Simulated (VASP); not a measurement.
A run of VASP 6.6.1 is set up as follows.

INCAR

```
SYSTEM = Fe3Ge
PREC = Accurate
ENCUT = 520
EDIFF = 1E-7
ISMEAR = -1
SIGMA = 0.03
LREAL = .FALSE.
LASPH = .TRUE.
NELM = 80
ALGO = Normal
ISIF = 2
LWAVE = .FALSE.
LCHARG = .FALSE.
GGA = PS
NBANDS = 27
```

The input KPOINTS:

```
regular mesh
0
G
  9 9 9
  0 0 0
```

POSCAR

```
Fe3Ge
1.0
    3.3981076678      0.0000000000      0.0000000000
    0.0000000000      3.3981076678      0.0000000000
    0.0000000000      0.0000000000      3.3981076678
Fe Ge
3 1
Direct
    0.0000000000      0.5000000000      0.5000000000
    0.5000000000      0.5000000000      0.0000000000
    0.5000000000      0.0000000000      0.5000000000
    0.0000000000      0.0000000000      0.0000000000
```

Potentials or basis: VASP PAW PBE potentials, release 64 (Fe, Ge_d).

Command:

```bash
$ cat potpaw_PBE.64/Fe/POTCAR potpaw_PBE.64/Ge_d/POTCAR > POTCAR
$ mpirun -np 1 vasp_std > vasp.out
```

Question: What does it give for the band gap on the k mesh?

Answer: Zero (band 19 reaches 9.73 eV, above the bottom of band 20 at 9.09 eV).

Question: Predict the pressure.

Answer: 31.6 GPa.

Caveat: the PAW data sets were made with another functional, which shifts forces and pressure a little. Spin polarisation is off, so any magnetic state and its effect on volume and gap are missing.
